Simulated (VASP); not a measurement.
# TaSi (rocksalt type) (Fm-3m) in VASP: a series of runs, part 2 of 2

VASP 6.6.1. Earlier steps stand in the parts before.

### 3 Single point, PBE

This run uses another cell than the first one, of 17.07 Å³/atom.

POSCAR reads:

```
TaSi
1.0
    0.0000000000      2.5749161077      2.5749161077
    2.5749161077      0.0000000000      2.5749161077
    2.5749161077      2.5749161077      0.0000000000
Ta Si
1 1
Direct
    0.0000000000      0.0000000000      0.0000000000
    0.5000000000      0.5000000000      0.5000000000
```

INCAR.step1 reads:

```
ALGO = Normal ; EDIFF = 1E-6
ENCUT = 520 ; GGA = PE
ISIF = 2 ; ISMEAR = -1
LASPH = True ; LCHARG = True
LMAXMIX = 4 ; LREAL = False
LWAVE = False ; NBANDS = 14
NELM = 80 ; PREC = Accurate
SIGMA = 0.05
```

KPOINTS.step1 reads:

```
k-points
0
Gamma
  14 14 14
```

INCAR.step2 reads:

```
ALGO = Normal ; EDIFF = 1E-6
ENCUT = 520 ; GGA = PE
ICHARG = 11 ; ISIF = 2
ISMEAR = -5 ; LASPH = True
LCHARG = False ; LMAXMIX = 4
LORBIT = 10 ; LREAL = False
LWAVE = False ; NEDOS = 1001
NELM = 80 ; PREC = Accurate
SIGMA = 0.05
```

KPOINTS.step2 reads:

```
k-points
0
Gamma
  21 21 21
```

Potentials or basis: VASP PAW PBE potentials, release 64 (Ta_pv, Si).

On the command line:

```bash
$ cat potpaw_PBE.64/Ta_pv/POTCAR potpaw_PBE.64/Si/POTCAR > POTCAR
$ cp INCAR.step1 INCAR
$ cp KPOINTS.step1 KPOINTS
$ mpirun -np 1 vasp_std > vasp.out
$ cp INCAR.step2 INCAR
$ cp KPOINTS.step2 KPOINTS
$ mpirun -np 1 vasp_std > vasp.out
```

OUTCAR:

```text
EDIFF = 1E-6
   ENCUT = 520
   GGA = PE
   ICHARG = 11
   ISIF = 2
   ISMEAR = -5
   LASPH = True
   LORBIT = 10
   LREAL = False
   NELM = 80
   PREC = Accurate

 ion  position               nearest neighbor table
   1  0.000  0.000  0.000-   2 2.57   2 2.57   2 2.57   2 2.57   2 2.57   2 2.57
   2  0.500  0.500  0.500-   1 2.57   1 2.57   1 2.57   1 2.57   1 2.57   1 2.57

  LATTYP: Found a face centered cubic cell.
 ALAT       =     5.1498322154

  Lattice vectors:

 A1 = (   0.0000000000,   2.5749161077,   2.5749161077)
 A2 = (   2.5749161077,   0.0000000000,   2.5749161077)
 A3 = (   2.5749161077,   2.5749161077,   0.0000000000)

Analysis of symmetry for initial positions (statically):
=====================================================================
 Subroutine PRICEL returns:
 Original cell was already a primitive cell.

 Routine SETGRP: Setting up the symmetry group for a
 face centered cubic supercell.

 Subroutine GETGRP returns: Found 48 space group operations
 (whereof 48 operations were pure point group operations)
 out of a pool of 48 trial point group operations.

The static configuration has the point symmetry O_h .

Analysis of symmetry for dynamics (positions and initial velocities):
=====================================================================
 Subroutine PRICEL returns:
 Original cell was already a primitive cell.

 Routine SETGRP: Setting up the symmetry group for a
 face centered cubic supercell.

 Subroutine GETGRP returns: Found 48 space group operations
 (whereof 48 operations were pure point group operations)
 out of a pool of 48 trial point group operations.

The dynamic configuration has the point symmetry O_h .

 Subroutine INISYM returns: Found 48 space group operations
 (whereof 48 operations are pure point group operations),
 and found     1 'primitive' translations

----------------------------------------------------------------------------------------

                                     Primitive cell

  volume of cell :      34.1444

  direct lattice vectors                    reciprocal lattice vectors
     0.000000000  2.574916108  2.574916108    -0.194181084  0.194181084  0.194181084
     2.574916108  0.000000000  2.574916108     0.194181084 -0.194181084  0.194181084
     2.574916108  2.574916108  0.000000000     0.194181084  0.194181084 -0.194181084

  length of vectors
     3.641481281  3.641481281  3.641481281     0.336331503  0.336331503  0.336331503

  position of ions in fractional coordinates (direct lattice)
     0.000000000  0.000000000  0.000000000
     0.500000000  0.500000000  0.500000000

  ion indices of the primitive-cell ions
   primitive index   ion index
                 1           1
                 2           2

----------------------------------------------------------------------------------------

 KPOINTS: k-points

Automatic generation of k-mesh.
 Grid dimensions read from file:
 generate k-points for:   21   21   21

 Generating k-lattice:

  Cartesian coordinates                     Fractional coordinates (reciprocal lattice)
[... 23 lines left out ...]
  0.190476  0.000000  0.000000      8.000000
  0.238095  0.000000  0.000000      8.000000
[... 16 lines left out ...]
 -0.428571  0.047619  0.000000     24.000000
 -0.380952  0.047619  0.000000     24.000000
 [... further k-points ...]
   k-points           NKPTS =    286   k-points in BZ     NKDIM =    286   number of bands    NBANDS=     11
   number of dos      NEDOS =   1001   number of ions     NIONS =      2
   total plane-waves  NPLWV =  21952
   dimension x,y,z NGX =    28 NGY =   28 NGZ =   28
   dimension x,y,z NGXF=    56 NGYF=   56 NGZF=   56
   ions per type =               1   1
   NGX,Y,Z   is equivalent  to a cutoff of  12.78, 12.78, 12.78 a.u.
   NGXF,Y,Z  is equivalent  to a cutoff of  25.57, 25.57, 25.57 a.u.
 SYSTEM =  unknown system
   PREC   = accura    normal or accurate (medium, high low for compatibility)
   ISTART =      0    job   : 0-new  1-cont  2-samecut
   ICHARG =     11    charge: 1-file 2-atom 10-const
   ISPIN  =      1    spin polarized calculation?
   LNONCOLLINEAR =      F non collinear calculations
   LSORBIT =      F    spin-orbit coupling
   LASPH  =      T    aspherical Exc in radial PAW
   ENCUT  =  520.0 eV  38.22 Ry    6.18 a.u.   6.77  6.77  6.77*2*pi/ulx,y,z
   NELM   =     80;   NELMIN=  2; NELMDL=  0     # of ELM steps
   EDIFF  = 0.1E-05   stopping-criterion for ELM
   LREAL  =      F    real-space projection
[... 7 lines left out ...]
   TEBEG  =    0.0;   TEEND  =   0.0 temperature during run
   PSTRESS=    0.0 pullay stress
   NELECT =      15.0000    total number of electrons
   NUPDOWN=      -1.0000    fix difference up-down
   EMIN   =  10.00;   EMAX   =-10.00  energy-range for DOS
   EFERMI =   0.00;   METHOD = LEGACY
   ISMEAR =    -5;   SIGMA  =   0.05  broadening in eV -4-tet -1-fermi 0-gaus
   EFERMI_NEDOS =   21; number of points for ismear=-14 and -15
   IALGO  =     38    algorithm
   IMIX   =      4    mixing-type and parameters
     AMIX     =   0.40;   BMIX     =  1.00
     AMIX_MAG =   1.60;   BMIX_MAG =  1.00
  volume/ion in A,a.u.               =      17.07       115.21
  Fermi-wavevector in a.u.,A,eV,Ry     =   1.244511  2.351785 21.072816  1.548808
  Thomas-Fermi vector in A             =   2.378775
   LORBIT       =     10    0 simple, 1 ext, 2 COOP (PROOUT), +10 PAW based schemes
   GGA     = PE    functional components
   LHFCALC =     F    Hartree Fock is set to
   AEXX    =    0.0000 exact exchange contribution
   IVDW    =     0    specifies the selected vdW correction
   LEPSILON=     F    determine dielectric tensor
   LRPA    =     F    only Hartree local field effects (RPA)
 non-spin polarized calculation
 Fermi weights with tetrahedron method with Bloechl corrections
  energy-cutoff  :      520.00
  volume of cell :       34.14
 maximum number of plane-waves:       941

 number of electron      15.0000002 magnetization

 Free energy of the ion-electron system (eV)
  ---------------------------------------------------
  ext. energy  EPLUGINS =         0.00000000
  ---------------------------------------------------
  free energy    TOTEN  =       -17.33031874 eV

  energy without entropy =      -17.33031874  energy(sigma->0) =      -17.33031874

 E-fermi :   7.3637     XC(G=0): -11.6514

 val. band max:        7.3603511016   @ k =   0.4762   0.3333   0.1429
 cond. band min:       7.3317903865   @ k =  -0.3333   0.4286   0.0952
 fundamental gap:     -0.0285607151
 Fermi energy:         7.3637424716

 k-point     1 :       0.0000    0.0000    0.0000
  band No.  band energies     occupation
      1     -27.6056      2.00000
      2     -27.6056      2.00000
      3     -27.6056      2.00000
      4      -4.1385      2.00000
      5       6.1218      2.00000
      6       6.1218      2.00000
      7       6.1218      2.00000
      8       6.7714      2.00000
      9       6.7714      2.00000
     10       9.6678      0.00000
     11       9.6678      0.00000
[... 309 lines left out ...]
 k-point    24 :      -0.3810    0.0476    0.0000
  band No.  band energies     occupation
      1     -27.7439      2.00000
      2     -27.6279      2.00000
      3     -27.6237      2.00000
      4      -1.2505      2.00000
      5       1.8275      2.00000
      6       4.2002      2.00000
      7       4.2307      2.00000
      8       8.4160      0.00000
      9       8.6587      0.00000
     10       9.4347      0.00000
     11      12.5314      0.00000

 [... further k-points ...]

------------------------ aborting loop because EDIFF is reached ----------------------------------------

  FORCE on cell =-STRESS in cart. coord.  units (eV):
  Direction    XX          YY          ZZ          XY          YZ          ZX
  --------------------------------------------------------------------------------------
  -------------------------------------------------------------------------------------
  Total        0.0325195      0.0325195      0.0325195     -0.0000000      0.0000000      0.0000000
  in kB        1.5259314      1.5259314      1.5259314     -0.0000000      0.0000000      0.0000000
  external PRESSURE =       1.5259314 kB  Pullay stress =       0.0000000 kB

 VOLUME and BASIS-vectors are now :
 -----------------------------------------------------------------------------
  energy-cutoff  :      520.00
  volume of cell :       34.14
      direct lattice vectors                 reciprocal lattice vectors
     0.000000000  2.574916108  2.574916108    -0.194181084  0.194181084  0.194181084
     2.574916108  0.000000000  2.574916108     0.194181084 -0.194181084  0.194181084
     2.574916108  2.574916108  0.000000000     0.194181084  0.194181084 -0.194181084

 POSITION                                       TOTAL-FORCE (eV/Angst)
 -----------------------------------------------------------------------------------
      0.00000      0.00000      0.00000         0.000000      0.000000     -0.000000
      2.57492      2.57492      2.57492         0.000000      0.000000      0.000000
 -----------------------------------------------------------------------------------
    total drift:                               -0.000000      0.000000      0.000000

  FREE ENERGIE OF THE ION-ELECTRON SYSTEM (eV)
  ---------------------------------------------------
  free  energy   TOTEN  =       -17.3303187420 eV

  energy  without entropy=      -17.3303187420  energy(sigma->0) =      -17.33031874

 total charge

# of ion       s       p       d       tot
------------------------------------------
    1        0.285   6.144   2.407   8.835
    2        0.774   1.004   0.000   1.779
--------------------------------------------------
tot          1.059   7.148   2.407  10.614
```

Wall time 39 s (1 thread of Intel Xeon 6975P-C (Granite Rapids), shared host); peak memory 0.25 GiB.

What came out:

* Valence electrons inside the program's atomic spheres: Ta 8.84; Si 1.78

Levels at points of the mesh, in eV from the Fermi level:
```
           k point  band 4  band 5  band 6  band 7  band 8  band 9  band 10  band 11
(0.00, 0.00, 0.00)  -11.50   -1.24   -1.24   -1.24   -0.59   -0.59     2.30     2.30
```

Caveat: spin-orbit coupling is left out, which moves the levels of the heavy elements; tetrahedron occupations give inexact forces and stress in metals.
